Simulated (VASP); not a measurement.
Al2Cu, 6 atoms in the cell. Symmetry: P-62m, No. 189, hexagonal system. Conventional cell: a = 4.783 Å, b = 4.783 Å, c = 4.443 Å, α = 90.00°, β = 90.00°, γ = 120.00°. Within 3.6 Å of Al (site symmetry -62m) lie 6 Al at 2.73 Å and 6 Cu at 2.76 Å. Al (site symmetry m2m) has 8 Al at 2.73 to 2.76 Å and 4 Cu at 2.73 Å within 3.6 Å. Cu (site symmetry -6) has 9 Al at 2.73 to 2.76 Å and 3 Cu at 2.76 Å within 3.6 Å. 

| Item | Value |
| --- | --- |
| Program | VASP 6.6.1 |
| Task | single point |
| Functional | PBE |
| Potentials or basis | VASP PAW PBE potentials, release 64 (Al, Cu) |
| Cutoff | 520 eV |
| k mesh | 6 × 6 × 4 |
| Occupations | gaussian, width 0.1 eV |
| Spin | no spin polarisation |
| Dipole correction | no |
| Further INCAR settings | ALGO = Fast; EDIFF = 1e-06; NBANDS = 26 |

Potentials or basis: VASP PAW PBE potentials, release 64 (Al, Cu).

The run is started by

```bash
$ cat potpaw_PBE.64/Al/POTCAR potpaw_PBE.64/Cu/POTCAR > POTCAR
$ mpirun -np 1 vasp_std > vasp.out
```

Hardware: 1 thread of Intel(R) Xeon(R) Platinum 8124M CPU @ 3.00GHz (Skylake/Cascade Lake), with other jobs on the host.

Problem. How long does it take, and how much memory?

Solution. Wall time 48 s on 1 thread of Intel(R) Xeon(R) Platinum 8124M CPU @ 3.00GHz (Skylake/Cascade Lake), on a shared host, peak memory 0.22 GiB. Counts: scf iterations 17, k points 21.
